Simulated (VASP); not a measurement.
# Ge (Fddd) in VASP: notebook

Ge is run at these levels: PBE; tasks: single point.

Everything below comes from runs of VASP 6.6.1. Logs are shortened: lines on timing, memory, paths and dates and some standing lists are left out, and cuts for length are marked.

### 1 The cell of the first run

The structure is orthorhombic, space group Fddd (No. 70). The conventional cell has a = 3.648 Å, b = 7.292 Å, c = 11.383 Å, α = 90.00°, β = 90.00°, γ = 90.00°. Ge (site symmetry 2) has 4 Ge at 2.32 to 2.48 Å within 3.1 Å.

### 2 Single point, PBE

INCAR

```
SYSTEM = Ge
PREC = Accurate ; ENCUT = 520
EDIFF = 1E-6 ; ISMEAR = 0
SIGMA = 0.1 ; LREAL = .FALSE.
LASPH = .TRUE. ; NELM = 80
ALGO = Normal ; ISIF = 2
LWAVE = .FALSE. ; LCHARG = .FALSE.
GGA = PE ; NBANDS = 36
```

KPOINTS

```
Automatic mesh
0
G
  6 6 6
  0 0 0
```

POSCAR

```
Ge
1.0
    0.0000000000      3.6457968800      5.6916285000
    1.8240210400      0.0000000000      5.6916285000
    1.8240210400      3.6457968800      0.0000000000
Ge
4
Direct
    0.5632310500      0.5632310500      0.9367689500
    0.3132310500      0.3132310500      0.6867689500
    0.6867689500      0.6867689500      0.3132310500
    0.9367689500      0.9367689500      0.5632310500
```

Potentials or basis: VASP PAW PBE potentials, release 64 (Ge_d).

The run is started by

```
cat potpaw_PBE.64/Ge_d/POTCAR > POTCAR
mpirun -np 1 vasp_std > vasp.out
```

OUTCAR:

```text
SYSTEM = Ge
   PREC = Accurate
   ENCUT = 520
   EDIFF = 1E-6
   ISMEAR = 0
   LREAL = .FALSE.
   LASPH = .TRUE.
   NELM = 80
   ISIF = 2
   GGA = PE

 ion  position               nearest neighbor table
   1  0.563  0.563  0.937-   4 2.32   4 2.32   3 2.48   3 2.48
   2  0.313  0.313  0.687-   3 2.32   3 2.32   4 2.48   4 2.48
   3  0.687  0.687  0.313-   2 2.32   2 2.32   1 2.48   1 2.48
   4  0.937  0.937  0.563-   1 2.32   1 2.32   2 2.48   2 2.48

  LATTYP: Found a face centered orthorhombic cell.
 ALAT       =     3.6480420800
 B/A-ratio  =     1.9987690931
 C/A-ratio  =     3.1203743681

  Lattice vectors:

 A1 = (   0.0000000000,   3.6457968800,   5.6916285000)
 A2 = (   1.8240210400,   0.0000000000,   5.6916285000)
 A3 = (   1.8240210400,   3.6457968800,   0.0000000000)

Analysis of symmetry for initial positions (statically):
=====================================================================
 Subroutine PRICEL returns:
 Original cell was already a primitive cell.

 Routine SETGRP: Setting up the symmetry group for a
 face centered orthorhombic supercell.

 Subroutine GETGRP returns: Found  8 space group operations
 (whereof  4 operations were pure point group operations)
 out of a pool of  8 trial point group operations.

The static configuration has the point symmetry D_2 .
 The point group associated with its full space group is D_2h.

Analysis of symmetry for dynamics (positions and initial velocities):
=====================================================================
 Subroutine PRICEL returns:
 Original cell was already a primitive cell.

 Routine SETGRP: Setting up the symmetry group for a
 face centered orthorhombic supercell.

 Subroutine GETGRP returns: Found  8 space group operations
 (whereof  4 operations were pure point group operations)
 out of a pool of  8 trial point group operations.

The dynamic configuration has the point symmetry D_2 .
 The point group associated with its full space group is D_2h.

 Subroutine INISYM returns: Found  8 space group operations
 (whereof  4 operations are pure point group operations),
 and found     1 'primitive' translations

----------------------------------------------------------------------------------------

                                     Primitive cell

  volume of cell :      75.6988

  direct lattice vectors                    reciprocal lattice vectors
     0.000000000  3.645796880  5.691628500    -0.274119645  0.137144228  0.087848320
     1.824021040  0.000000000  5.691628500     0.274119645 -0.137144228  0.087848320
[... 90 lines left out ...]
   LREAL  =      F    real-space projection
   EDIFFG = 0.1E-04   stopping-criterion for IOM
   NSW    =      0    number of steps for IOM
   IBRION =     -1    ionic relax: 0-MD 1-quasi-New 2-CG
   NFREE  =      0    steps in history (QN), initial steepest desc. (CG)
   ISIF   =      2    stress and relaxation
   ISYM   =      2    0-nonsym 1-usesym 2-fastsym
   POTIM  = 0.5000    time-step for ionic-motion
   TEBEG  =    0.0;   TEEND  =   0.0 temperature during run
   PSTRESS=    0.0 pullay stress
   NELECT =      56.0000    total number of electrons
   NUPDOWN=      -1.0000    fix difference up-down
   EMIN   =  10.00;   EMAX   =-10.00  energy-range for DOS
   EFERMI =   0.00;   METHOD = LEGACY
   ISMEAR =     0;   SIGMA  =   0.10  broadening in eV -4-tet -1-fermi 0-gaus
   EFERMI_NEDOS =   21; number of points for ismear=-14 and -15
   IALGO  =     38    algorithm
   IMIX   =      4    mixing-type and parameters
     AMIX     =   0.40;   BMIX     =  1.00
     AMIX_MAG =   1.60;   BMIX_MAG =  1.00
  volume/ion in A,a.u.               =      18.92       127.71
  Fermi-wavevector in a.u.,A,eV,Ry     =   1.480612  2.797951 29.826848  2.192211
  Thomas-Fermi vector in A             =   2.594624
   LORBIT       =      0    0 simple, 1 ext, 2 COOP (PROOUT), +10 PAW based schemes
   GGA     = PE    functional components
   LHFCALC =     F    Hartree Fock is set to
   AEXX    =    0.0000 exact exchange contribution
   IVDW    =     0    specifies the selected vdW correction
   LEPSILON=     F    determine dielectric tensor
   LRPA    =     F    only Hartree local field effects (RPA)
 non-spin polarized calculation
 Gauss-broadening in eV      SIGMA  =   0.10
  energy-cutoff  :      520.00
  volume of cell :       75.70
 maximum number of plane-waves:      2053
   NGX = 25   NGY = 23   NGZ = 15

 number of electron      55.9999992 magnetization

 Free energy of the ion-electron system (eV)
  ---------------------------------------------------
  ext. energy  EPLUGINS =         0.00000000
  ---------------------------------------------------
  free energy    TOTEN  =       -16.52897309 eV

  energy without entropy =      -16.52775271  energy(sigma->0) =      -16.52836290

 E-fermi :   6.5811     XC(G=0): -10.9929

 val. band max:        6.4911616212   @ k =   0.5000  -0.0000  -0.0000
 cond. band min:       6.6360079881   @ k =   0.1667   0.1667   0.0000
 fundamental gap:      0.1448463669
 Fermi energy:         6.5811184476

 k-point     1 :       0.0000    0.0000    0.0000
  band No.  band energies     occupation
      1     -18.3829      2.00000
      2     -18.3403      2.00000
      3     -18.2610      2.00000
      4     -18.2480      2.00000
      5     -18.2358      2.00000
      6     -18.1994      2.00000
[... 925 lines left out ...]
     35      12.4941      0.00000
     36      12.9728      0.00000

 [... further k-points ...]

------------------------ aborting loop because EDIFF is reached ----------------------------------------

  FORCE on cell =-STRESS in cart. coord.  units (eV):
  Direction    XX          YY          ZZ          XY          YZ          ZX
  --------------------------------------------------------------------------------------
  -------------------------------------------------------------------------------------
  Total       10.7460640      3.5899947      7.2481643      0.0000000      0.0000000      0.0000000
  in kB      227.4422544     75.9828433    153.4086182      0.0000000      0.0000000      0.0000000
  external PRESSURE =     152.2779053 kB  Pullay stress =       0.0000000 kB

 VOLUME and BASIS-vectors are now :
 -----------------------------------------------------------------------------
  energy-cutoff  :      520.00
  volume of cell :       75.70
      direct lattice vectors                 reciprocal lattice vectors
     0.000000000  3.645796880  5.691628500    -0.274119645  0.137144228  0.087848320
     1.824021040  0.000000000  5.691628500     0.274119645 -0.137144228  0.087848320
     1.824021040  3.645796880  0.000000000     0.274119645  0.137144228 -0.087848320

 POSITION                                       TOTAL-FORCE (eV/Angst)
 -----------------------------------------------------------------------------------
      2.73603      5.46870      6.41140         0.000000      0.000000      1.225481
      1.82402      3.64580      3.56559         0.000000      0.000000      1.225481
      1.82402      3.64580      7.81767         0.000000      0.000000     -1.225481
      2.73603      5.46870     10.66348         0.000000      0.000000     -1.225481
 -----------------------------------------------------------------------------------
    total drift:                                0.000000      0.000000      0.000000

  FREE ENERGIE OF THE ION-ELECTRON SYSTEM (eV)
  ---------------------------------------------------
  free  energy   TOTEN  =       -16.5289730887 eV

  energy  without entropy=      -16.5277527061  energy(sigma->0) =      -16.52836290
```

It took 3.2 min on 1 thread of AMD EPYC 7R13 (Zen 3), shared host; peak memory 0.25 GiB.

What came out:

- Free energy: -16.5290 eV
- Pressure: 15.2 GPa
- Largest force: 1.225 eV/Å
- Band gap on the k mesh: zero (band 28 reaches 7.01 eV, above the bottom of band 29 at 6.49 eV)

Forces on the atoms (eV/Å):
```
Ge   0.000  0.000  1.225
Ge   0.000  0.000  1.225
Ge   0.000  0.000 -1.225
Ge   0.000  0.000 -1.225
```

Levels at points of the mesh, in eV from the Fermi level:
```csv
k point,band 24,band 25,band 26,band 27,band 28,band 29,band 30,band 31,band 32,band 33
"(0.00, 0.00, 0.00)",-2.95,-0.88,-0.27,0.36,0.43,0.46,0.91,2.76,3.22,3.42
"(0.50, 0.00, 0.00)",-7.26,-4.17,-3.85,-2.04,-1.63,-0.09,0.95,2.55,4.43,5.53
"(0.50, 0.50, 0.00)",-4.50,-2.00,-2.00,-0.47,-0.47,2.02,2.02,3.11,3.11,5.51
"(0.50, 0.00, 0.50)",-6.39,-4.61,-4.61,-1.56,-1.56,1.25,1.25,6.15,6.15,6.89
"(0.00, 0.50, 0.50)",-7.96,-1.92,-1.92,-1.09,-1.09,0.98,0.98,3.64,3.64,4.15
```

Caveat: forces of over 1 eV/Å act on the atoms, so gaps and moduli don't describe the material at rest.

### 3 Single point, PBE

This run uses another cell than the first one, of 22.17 Å³/atom, 1.172 times its volume.

INCAR

```
PREC = Accurate
ENCUT = 520
EDIFF = 1E-6
ISMEAR = 0
SIGMA = 0.1
LREAL = False
LASPH = True
NELM = 60
ALGO = Normal
ISIF = 2
LWAVE = False
LCHARG = True
GGA = PE
LELF = True
LVHAR = True
NBANDS = 36
```

KPOINTS

```
regular mesh
0
Gamma
  6 6 6
```

POSCAR

```
Ge
1.0
    0.0000000000      3.8105135209      5.9523426512
    1.9551278376      0.0000000000      5.9523426512
    1.9551278376      3.8105135209      0.0000000000
Ge
4
Direct
    0.5658976876      0.5658976876      0.9341023124
    0.3158976876      0.3158976876      0.6841023124
    0.6841023124      0.6841023124      0.3158976876
    0.9341023124      0.9341023124      0.5658976876
```

Potentials or basis: VASP PAW PBE potentials, release 64 (Ge_d).

The run is started by

```
cat potpaw_PBE.64/Ge_d/POTCAR > POTCAR
mpirun -np 1 vasp_std > vasp.out
```

It took 2.7 min on 1 thread of AMD EPYC 7R13 (Zen 3), shared host; peak memory 0.29 GiB.

Results (log left out):

- Free energy: -17.1664 eV
- Pressure: 0.1 GPa
- Largest force: 0.006 eV/Å
- Band gap on the k mesh: zero (band 28 reaches 5.00 eV, above the bottom of band 29 at 4.85 eV)

Forces on the atoms (eV/Å):
```
Ge   0.000  0.000  0.006
Ge   0.000  0.000  0.006
Ge   0.000  0.000 -0.006
Ge   0.000  0.000 -0.006
```

Levels at points of the mesh, in eV from the Fermi level:
```
           k point  band 25  band 26  band 27  band 28  band 29  band 30  band 31  band 32
(0.00, 0.00, 0.00)    -0.99    -0.73     0.00     0.08     0.56     0.76     2.65     2.87
(0.50, 0.00, 0.00)    -3.70    -3.20    -1.59    -1.27    -0.07     1.14     2.42     4.18
(0.50, 0.50, 0.00)    -1.76    -1.76    -0.23    -0.23     1.54     1.54     2.80     2.80
(0.50, 0.00, 0.50)    -3.72    -3.72    -1.28    -1.28     1.00     1.00     5.57     5.57
(0.00, 0.50, 0.50)    -1.68    -1.68    -0.89    -0.89     0.57     0.57     3.60     3.60
```
